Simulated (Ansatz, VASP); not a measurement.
**ReB: VASP beside Ansatz**

File INCAR:

```
SYSTEM = ReB
  PREC = Accurate
  ENCUT = 500
  EDIFF = 1E-6
  ISMEAR = 0
  SIGMA = 0.1
  LREAL = .False.
  LASPH = .True.
  NELM = 200
  ALGO = Normal
  ISIF = 2
  LWAVE = .False.
  LCHARG = .False.
  ISPIN = 2
  MAGMOM = 1 1 0 0
  LORBIT = 11
  LMAXMIX = 4
  GGA = PE
  NBANDS = 30
  GGA_COMPAT = .False.
```

Contents of KPOINTS:

```
regular mesh
0
Gamma
  6 6 4
  0 0 0
```

File POSCAR:

```
ReB
1.0
    2.8181008814      0.0000000000      0.0000000000
    0.0000000000      2.8181008814      0.0000000000
    0.0000000000      0.0000000000      5.9210614863
Re B
2 2
Direct
    0.5000000000      0.5000000000      0.2121399233
    0.5000000000      0.5000000000      0.7878600767
    0.0000000000      0.5000000000      0.5000000000
    0.5000000000      0.0000000000      0.5000000000
```

Input for Ansatz:

```yaml
crystal:
  lattice:
    - [2.8181008814, 0.0, 0.0]
    - [0.0, 2.8181008814, 0.0]
    - [0.0, 0.0, 5.9210614863]
  atoms:
    - { symbol: Re, position: [0.5, 0.5, 0.2121399233], spin: 1.0 }
    - { symbol: Re, position: [0.5, 0.5, 0.7878600767], spin: 1.0 }
    - { symbol: B, position: [0.0, 0.5, 0.5] }
    - { symbol: B, position: [0.5, 0.0, 0.5] }
basis:
  ecutwfc: 420
kpoints:
  mp_grid: { grid: [6, 6, 4] }
hamiltonian:
  xc: pbe
scf:
  occupations: { method: gaussian, width: 0.1 }
  lower_state_search: "off"
output:
  forces: true
  stress: true
  eigenvalues: true
  populations: true
magnetization:
  spin_polarized: true
```

Alike in both runs: task single point; functional PBE; k mesh 6 × 6 × 4; occupations gaussian, width 0.1 eV; collinear spin.

|  | VASP | Ansatz |
| --- | --- | --- |
| version | VASP 6.6.1 | Ansatz 0.2.0 |
| potentials or method | VASP PAW PBE potentials, release 64 (Re_sv_GW, B), cutoff 500 eV | scalar-relativistic, plane waves, PAW |
| valence electrons in the cell | 36 | 36 |

```csv
,VASP,Ansatz,Ansatz less VASP
gap on the k mesh at the Fermi level (eV),none,none,-
pressure (GPa),-1.7,-0.3,+1.45
"traceless stress, the component that is largest in VASP (GPa)",0.05,0.03,-0.017
rms of the force components (eV/Å),0.020,0.014,-0.0065
net moment per atom (μB),0.00,0.00,0.000
```

Atom by atom the forces differ by 0.006 eV/Å (rms over components). A gap of «none» marks a metal or a gap that the smearing closes. Ansatz's warnings: seeded moment not kept.

The k mesh is coarse, so the values compare programs but aren't converged. Neither program's run includes spin-orbit coupling.
